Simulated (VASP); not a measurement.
Sr3Mg:

```
CELL_PARAMETERS angstrom
5.65000 0.00000 0.00000
0.00000 5.65000 0.00000
0.00000 0.00000 5.65000
ATOMIC_POSITIONS crystal
Mg 0.00000 0.00000 0.00000
Sr 0.00000 0.50000 0.50000
Sr 0.50000 0.00000 0.50000
Sr 0.50000 0.50000 0.00000
```

```yaml
Program: VASP 6.6.1
Task: relaxation of cell and atoms
Functional: PBEsol
Potentials_or_basis: VASP PAW PBE potentials, release 64 (Mg, Sr_sv)
Cutoff: 600 eV
k_mesh: 4 × 4 × 4
Occupations: methfessel-paxton, width 0.05 eV
Spin: no spin polarisation
```

At the start: pressure -0.7 GPa; volume 45.09 Å³/atom.

Q: Where does the relaxation end?

A: Over 3 steps the energy falls by 4.6 meV/atom and the volume is 43.09 Å³/atom (-4.4 %); space group Pm-3m (No. 221, to 0.05 Å).

Step by step:
| step | energy change (eV) | largest force (eV/Å) | pressure (GPa) | volume (Å³) |
| --- | --- | --- | --- | --- |
| 1 | 0.0000 | 0.0000 | -0.70 | 180.36 |
| 2 | -0.0156 | 0.0000 | -0.28 | 175.30 |
| 3 | -0.0183 | 0.0000 | -0.02 | 172.36 |

Final structure:
```cif
data_structure
_symmetry_space_group_name_H-M 'P 1'
_symmetry_Int_Tables_number 1
_cell_length_a 5.5651
_cell_length_b 5.5651
_cell_length_c 5.5651
_cell_angle_alpha 90.000
_cell_angle_beta 90.000
_cell_angle_gamma 90.000
_cell_volume 172.36
loop_
_atom_site_label
_atom_site_type_symbol
_atom_site_fract_x
_atom_site_fract_y
_atom_site_fract_z
_atom_site_occupancy
Mg1 Mg 0.00000 0.00000 0.00000 1
Sr1 Sr 0.00000 0.50000 0.50000 1
Sr2 Sr 0.50000 0.00000 0.50000 1
Sr3 Sr 0.50000 0.50000 0.00000 1
```

Caveat: the PAW data sets were made with another functional, which shifts forces and pressure a little.
